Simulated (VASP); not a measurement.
# O (P6_3/mmc) in VASP: a series of runs, part 2 of 2

VASP 6.6.1. Earlier steps stand in the parts before.

## Step 3: Electric field gradients, PBEsol (volume scaled by 1.01)

Contents of INCAR:

```
PREC     = Accurate       # precision mode
ENCUT    = 520            # plane-wave cutoff, eV
EDIFF    = 1E-8           # SCF threshold, eV
ISMEAR   = -1             # smearing method
SIGMA    = 0.03           # smearing width, eV
LREAL    = False          # projectors in reciprocal space
LASPH    = True           # aspherical terms in the spheres
NELM     = 100            # most SCF steps
ALGO     = Normal         # electronic algorithm
ISIF     = 2              # what is computed and relaxed
LWAVE    = False          # write WAVECAR
LCHARG   = False          # write CHGCAR
GGA      = PS             # functional
LEFG     = True         
NBANDS   = 20             # bands
```

Contents of KPOINTS:

```
regular mesh
0
Gamma
  13 13 5
```

Contents of POSCAR:

```
O
1.0
    2.5695079080      0.0000000000      0.0000000000
   -1.2847539540      2.2252591235      0.0000000000
    0.0000000000      0.0000000000      6.5968440143
O
4
Direct
    0.3333333333      0.6666666667      0.1610000000
    0.6666666667      0.3333333333      0.6610000000
    0.3333333333      0.6666666667      0.3390000000
    0.6666666667      0.3333333333      0.8390000000
```

Potentials or basis: VASP PAW PBE potentials, release 64 (O).

Started as:

```
cat potpaw_PBE.64/O/POTCAR > POTCAR
mpirun -np 1 vasp_std > vasp.out
```

OUTCAR:

```text
PREC = Accurate
   ENCUT = 520
   EDIFF = 1E-8
   ISMEAR = -1
   LREAL = False
   LASPH = True
   NELM = 100
   ISIF = 2
   GGA = PS

 ion  position               nearest neighbor table
   1  0.333  0.667  0.161-   3 1.17
   2  0.667  0.333  0.661-   4 1.17
   3  0.333  0.667  0.339-   1 1.17
   4  0.667  0.333  0.839-   2 1.17

  LATTYP: Found a hexagonal cell.
 ALAT       =     2.5695079080
 C/A-ratio  =     2.5673569611

  Lattice vectors:

 A1 = (   2.5695079080,   0.0000000000,   0.0000000000)
[... 779 lines left out ...]
---------------------------------------------------------------------
 ion       V_xx      V_yy      V_zz      V_xy      V_xz      V_yz
---------------------------------------------------------------------
   1     -56.001   -56.004   112.005    -0.002     0.000    -0.000
   2     -56.001   -56.004   112.005    -0.002    -0.000     0.000
   3     -56.001   -56.004   112.005    -0.002    -0.000     0.000
   4     -56.001   -56.004   112.005    -0.002     0.000    -0.000
---------------------------------------------------------------------

 Electric field gradients after diagonalization (V/A^2)
 (convention: |V_zz| > |V_xx| > |V_yy|)
----------------------------------------------------------------------
 ion       V_xx      V_yy      V_zz     asymmetry (V_yy - V_xx)/ V_zz
----------------------------------------------------------------------
   1     -56.005   -56.000   112.005       0.000
   2     -56.005   -56.000   112.005       0.000
   3     -56.005   -56.000   112.005       0.000
   4     -56.005   -56.000   112.005       0.000
----------------------------------------------------------------------

           NMR quadrupolar parameters

 Cq : quadrupolar parameter    Cq=e*Q*V_zz/h
 eta: asymmetry parameters     (V_yy - V_xx)/ V_zz
 Q  : nuclear electric quadrupole moment in mb (millibarn)
----------------------------------------------------------------------
 ion       Cq(MHz)       eta       Q (mb)
----------------------------------------------------------------------
   1       0.271       0.000       1.000
   2       0.271       0.000       1.000
   3       0.271       0.000       1.000
   4       0.271       0.000       1.000
----------------------------------------------------------------------
```

stdout:

```text
POSCAR found type information on POSCAR O
 POSCAR found :  1 types and       4 ions
 scaLAPACK will be used
 -----------------------------------------------------------------------------
|                                                                             |
|                                                                             |
|     You enforced a specific xc type in the INCAR file but a different       |
|     I HOPE YOU KNOW WHAT YOU ARE DOING!                                     |
|                                                                             |
 -----------------------------------------------------------------------------

 LDA part: xc-table for (Slater+PW92), standard interpolation
 POSCAR, INCAR and KPOINTS ok, starting setup
 FFT: planning ... GRIDC
 FFT: planning ... GRID_SOFT
 FFT: planning ... GRID
 WAVECAR not read
 entering main loop
ion   1

ion   2

ion   3

ion   4
```

Run time: 40 s. Hardware: 1 thread of AMD EPYC 7R43 (Zen 3), shared host; peak memory 0.13 GiB.

What came out:

```
Free energy            : -19.9608 eV
Pressure               : 15.0 GPa
Largest force          : 4.215 eV/Å
Band gap on the k mesh : zero (band 12 reaches 3.32 eV, above the bottom of band 13 at 1.37 eV)
```

Forces in eV/Å, atoms in the order of the input:
```
O    0.000  0.000 -4.215
O    0.000  0.000 -4.215
O    0.000  0.000  4.215
O    0.000  0.000  4.215
```

Stress tensor (GPa, compression positive):
```
-5.92  0.00  0.00
 0.00 -5.92  0.00
 0.00  0.00 56.69
```

Electric field gradients, principal values (V/Å²):
| atom | least | middle | greatest (by size) |
| --- | --- | --- | --- |
| 1 O | -56.000 | -56.005 | 112.005 |
| 2 O | -56.000 | -56.005 | 112.005 |
| 3 O | -56.000 | -56.005 | 112.005 |
| 4 O | -56.000 | -56.005 | 112.005 |

Caveat: the standard files for N, O and F lose accuracy on very short bonds; spin is off for a triplet molecule; without QUAD_EFG the Cq values of the log hold for a quadrupole moment of 1 mb, not for the nuclei; the PAW data sets were made with another functional, which shifts forces and pressure a little.

## Step 4: Electric field gradients, PBEsol (volume scaled by 1.04)

Contents of INCAR:

```
SYSTEM = O
PREC     = Accurate       ! precision mode
ENCUT    = 520            ! plane-wave cutoff, eV
EDIFF    = 1E-8           ! SCF threshold, eV
ISMEAR   = -1             ! smearing method
SIGMA    = 0.03           ! smearing width, eV
LREAL    = .FALSE.        ! projectors in reciprocal space
LASPH    = .TRUE.         ! aspherical terms in the spheres
NELM     = 80             ! most SCF steps
ALGO     = Normal         ! electronic algorithm
ISIF     = 2              ! what is computed and relaxed
LWAVE    = .FALSE.        ! write WAVECAR
LCHARG   = .FALSE.        ! write CHGCAR
GGA      = PS             ! functional
LEFG     = .TRUE.       
NBANDS   = 20             ! bands
```

Contents of KPOINTS:

```
regular mesh
0
G
  13 13 5
  0 0 0
```

Contents of POSCAR:

```
O
1.0
    2.5947007686      0.0000000000      0.0000000000
   -1.2973503843      2.2470767808      0.0000000000
    0.0000000000      0.0000000000      6.6615230801
O
4
Direct
    0.3333333333      0.6666666667      0.1610000000
    0.6666666667      0.3333333333      0.6610000000
    0.3333333333      0.6666666667      0.3390000000
    0.6666666667      0.3333333333      0.8390000000
```

Potentials or basis: VASP PAW PBE potentials, release 64 (O).

Started as:

```
cat potpaw_PBE.64/O/POTCAR > POTCAR
mpirun -np 1 vasp_std > vasp.out
```

OUTCAR:

```text
SYSTEM = O
   PREC = Accurate
   ENCUT = 520
   EDIFF = 1E-8
   ISMEAR = -1
   LREAL = .FALSE.
   LASPH = .TRUE.
   NELM = 80
   ISIF = 2
   GGA = PS

 ion  position               nearest neighbor table
   1  0.333  0.667  0.161-   3 1.19
   2  0.667  0.333  0.661-   4 1.19
   3  0.333  0.667  0.339-   1 1.19
   4  0.667  0.333  0.839-   2 1.19

  LATTYP: Found a hexagonal cell.
 ALAT       =     2.5947007686
 C/A-ratio  =     2.5673569610

  Lattice vectors:

 A1 = (   2.5947007686,   0.0000000000,   0.0000000000)
[... 780 lines left out ...]
 ion       V_xx      V_yy      V_zz      V_xy      V_xz      V_yz
---------------------------------------------------------------------
   1     -57.760   -57.763   115.524    -0.003    -0.000     0.000
   2     -57.760   -57.763   115.524    -0.003     0.000    -0.000
   3     -57.760   -57.763   115.524    -0.003     0.000    -0.000
   4     -57.760   -57.763   115.524    -0.003    -0.000     0.000
---------------------------------------------------------------------

 Electric field gradients after diagonalization (V/A^2)
 (convention: |V_zz| > |V_xx| > |V_yy|)
----------------------------------------------------------------------
 ion       V_xx      V_yy      V_zz     asymmetry (V_yy - V_xx)/ V_zz
----------------------------------------------------------------------
   1     -57.765   -57.759   115.524       0.000
   2     -57.765   -57.759   115.524       0.000
   3     -57.765   -57.759   115.524       0.000
   4     -57.765   -57.759   115.524       0.000
----------------------------------------------------------------------

           NMR quadrupolar parameters

 Cq : quadrupolar parameter    Cq=e*Q*V_zz/h
 eta: asymmetry parameters     (V_yy - V_xx)/ V_zz
 Q  : nuclear electric quadrupole moment in mb (millibarn)
----------------------------------------------------------------------
 ion       Cq(MHz)       eta       Q (mb)
----------------------------------------------------------------------
   1       0.279       0.000       1.000
   2       0.279       0.000       1.000
   3       0.279       0.000       1.000
   4       0.279       0.000       1.000
----------------------------------------------------------------------
```

Run time: 40 s. Hardware: 1 thread of AMD EPYC 7R43 (Zen 3), shared host; peak memory 0.13 GiB.

What came out:

| Quantity | Value |
| --- | --- |
| Free energy | -20.0512 eV |
| Pressure | 9.7 GPa |
| Largest force | 3.078 eV/Å |
| Band gap on the k mesh | zero (band 12 reaches 2.93 eV, above the bottom of band 13 at 1.08 eV) |

Forces in eV/Å, atoms in the order of the input:
```
O    0.000  0.000 -3.078
O    0.000  0.000 -3.078
O    0.000  0.000  3.078
O    0.000  0.000  3.078
```

Stress tensor (GPa, compression positive):
```
-6.76  0.00  0.00
 0.00 -6.76  0.00
 0.00  0.00 42.72
```

Electric field gradients, principal values (V/Å²):
| atom | least | middle | greatest (by size) |
| --- | --- | --- | --- |
| 1 O | -57.759 | -57.765 | 115.524 |
| 2 O | -57.759 | -57.765 | 115.524 |
| 3 O | -57.759 | -57.765 | 115.524 |
| 4 O | -57.759 | -57.765 | 115.524 |

Caveat: the standard files for N, O and F lose accuracy on very short bonds; spin is off for a triplet molecule; without QUAD_EFG the Cq values of the log hold for a quadrupole moment of 1 mb, not for the nuclei; the PAW data sets were made with another functional, which shifts forces and pressure a little.

## Step 5: Electric field gradients, PBEsol (volume scaled by 0.96)

Contents of INCAR:

```
PREC = Accurate
ENCUT = 520
EDIFF = 1E-8
ISMEAR = -1
SIGMA = 0.03
LREAL = False
LASPH = True
NELM = 60
ALGO = Normal
ISIF = 2
LWAVE = False
LCHARG = False
GGA = PS
LEFG = True
NBANDS = 20
```

Contents of KPOINTS:

```
Automatic mesh
0
Gamma
  13 13 5
```

Contents of POSCAR:

```
O
1.0
    2.5263871965      0.0000000000      0.0000000000
   -1.2631935983      2.1879154920      0.0000000000
    0.0000000000      0.0000000000      6.4861377555
O
4
Direct
    0.3333333333      0.6666666667      0.1610000000
    0.6666666667      0.3333333333      0.6610000000
    0.3333333333      0.6666666667      0.3390000000
    0.6666666667      0.3333333333      0.8390000000
```

Potentials or basis: VASP PAW PBE potentials, release 64 (O).

Started as:

```
cat potpaw_PBE.64/O/POTCAR > POTCAR
mpirun -np 1 vasp_std > vasp.out
```

OUTCAR:

```text
PREC = Accurate
   ENCUT = 520
   EDIFF = 1E-8
   ISMEAR = -1
   LREAL = False
   LASPH = True
   NELM = 60
   ISIF = 2
   GGA = PS

 ion  position               nearest neighbor table
   1  0.333  0.667  0.161-   3 1.15
   2  0.667  0.333  0.661-   4 1.15
   3  0.333  0.667  0.339-   1 1.15
   4  0.667  0.333  0.839-   2 1.15

  LATTYP: Found a hexagonal cell.
 ALAT       =     2.5263871965
 C/A-ratio  =     2.5673569612

  Lattice vectors:

 A1 = (   2.5263871965,   0.0000000000,   0.0000000000)
[... 779 lines left out ...]
---------------------------------------------------------------------
 ion       V_xx      V_yy      V_zz      V_xy      V_xz      V_yz
---------------------------------------------------------------------
   1     -52.852   -52.853   105.705    -0.001     0.000    -0.000
   2     -52.852   -52.853   105.705    -0.001    -0.000     0.000
   3     -52.852   -52.853   105.705    -0.001    -0.000     0.000
   4     -52.852   -52.853   105.705    -0.001     0.000    -0.000
---------------------------------------------------------------------

 Electric field gradients after diagonalization (V/A^2)
 (convention: |V_zz| > |V_xx| > |V_yy|)
----------------------------------------------------------------------
 ion       V_xx      V_yy      V_zz     asymmetry (V_yy - V_xx)/ V_zz
----------------------------------------------------------------------
   1     -52.854   -52.852   105.705       0.000
   2     -52.854   -52.852   105.705       0.000
   3     -52.854   -52.852   105.705       0.000
   4     -52.854   -52.852   105.705       0.000
----------------------------------------------------------------------

           NMR quadrupolar parameters

 Cq : quadrupolar parameter    Cq=e*Q*V_zz/h
 eta: asymmetry parameters     (V_yy - V_xx)/ V_zz
 Q  : nuclear electric quadrupole moment in mb (millibarn)
----------------------------------------------------------------------
 ion       Cq(MHz)       eta       Q (mb)
----------------------------------------------------------------------
   1       0.256       0.000       1.000
   2       0.256       0.000       1.000
   3       0.256       0.000       1.000
   4       0.256       0.000       1.000
----------------------------------------------------------------------
```

stdout:

```text
POSCAR found type information on POSCAR O
 POSCAR found :  1 types and       4 ions
 scaLAPACK will be used
 -----------------------------------------------------------------------------
|                                                                             |
|                                                                             |
|     You enforced a specific xc type in the INCAR file but a different       |
|     I HOPE YOU KNOW WHAT YOU ARE DOING!                                     |
|                                                                             |
 -----------------------------------------------------------------------------

 LDA part: xc-table for (Slater+PW92), standard interpolation
 POSCAR, INCAR and KPOINTS ok, starting setup
 FFT: planning ... GRIDC
 FFT: planning ... GRID_SOFT
 FFT: planning ... GRID
 WAVECAR not read
 entering main loop
ion   1

ion   2

ion   3

ion   4
```

It took 20 s on 1 thread of Intel Xeon Platinum 8559C (Emerald Rapids), shared host; peak memory 0.15 GiB.

Results:

```
Free energy            : -19.7191 eV
Pressure               : 25.6 GPa
Largest force          : 6.392 eV/Å
Band gap on the k mesh : zero (band 12 reaches 4.02 eV, above the bottom of band 13 at 1.90 eV)
```

Forces in eV/Å, atoms in the order of the input:
```
O    0.000  0.000 -6.392
O    0.000  0.000 -6.392
O    0.000  0.000  6.392
O    0.000  0.000  6.392
```

Electric field gradients, principal values (V/Å²):
| atom | least | middle | greatest (by size) |
| --- | --- | --- | --- |
| 1 O | -52.852 | -52.854 | 105.705 |
| 2 O | -52.852 | -52.854 | 105.705 |
| 3 O | -52.852 | -52.854 | 105.705 |
| 4 O | -52.852 | -52.854 | 105.705 |

Caveat: the standard files for N, O and F lose accuracy on very short bonds; spin is off for a triplet molecule; without QUAD_EFG the Cq values of the log hold for a quadrupole moment of 1 mb, not for the nuclei; the PAW data sets were made with another functional, which shifts forces and pressure a little.

## Step 6: Overview

```csv
cell,gap on the mesh (eV),pressure (GPa),largest force (eV/Å)
"a = 2.544, b = 2.544, c = 6.531 Å, angles 90.0, 90.0, 120.0°, 4 atoms",none,21.0,5.48
"a = 2.570, b = 2.570, c = 6.597 Å, angles 90.0, 90.0, 120.0°, 4 atoms",none,15.0,4.22
"a = 2.595, b = 2.595, c = 6.662 Å, angles 90.0, 90.0, 120.0°, 4 atoms",none,9.7,3.08
"a = 2.526, b = 2.526, c = 6.486 Å, angles 90.0, 90.0, 120.0°, 4 atoms",none,25.6,6.39
```

Alike in all rows: task electric field gradients; level PBEsol; potentials or basis VASP PAW PBE potentials, release 64 (O); no spin polarisation; k mesh 13 × 13 × 5; cutoff (eV) 520; smearing fermi-dirac 0.03 eV.

Caveats: the standard files for N, O and F lose accuracy on very short bonds; spin is off for a triplet molecule; the PAW data sets were made with another functional, which shifts forces and pressure a little.

Absolute energies hang on the potentials; compare differences alone.
